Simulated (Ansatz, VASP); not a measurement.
Na2S in VASP and in Ansatz

```
Na S
1.0
     3.02737    3.02737    0.00000
    -3.02737    3.02737    0.00000
     0.00000    3.02737    3.02737
Na S
2 1
Cartesian
  -1.5137 4.5411 1.5137
  1.5137 4.5411 1.5137
  0.0000 0.0000 0.0000
```

Alike in both runs: task single point; functional PBEsol; k mesh 6 × 6 × 6; no spin polarisation.

|  | VASP | Ansatz |
| --- | --- | --- |
| version | VASP 6.6.1 | Ansatz 0.2.0 |
| potentials or method | VASP PAW PBE potentials, release 64 (Na_pv, S), cutoff 500 eV | all-electron LAPW, scalar-relativistic |
| occupations | gaussian, width 0.01 eV | fixed |

|  | VASP | Ansatz | Ansatz less VASP |
| --- | --- | --- | --- |
| gap on the k mesh at the Fermi level (eV) | 3.19 | 3.20 | +0.007 |
| pressure (GPa) | 10.2 | 10.0 | -0.16 |

VASP's potentials were made for PBE, not for PBEsol. Ansatz ran all-electron here, and VASP with PAW potentials.
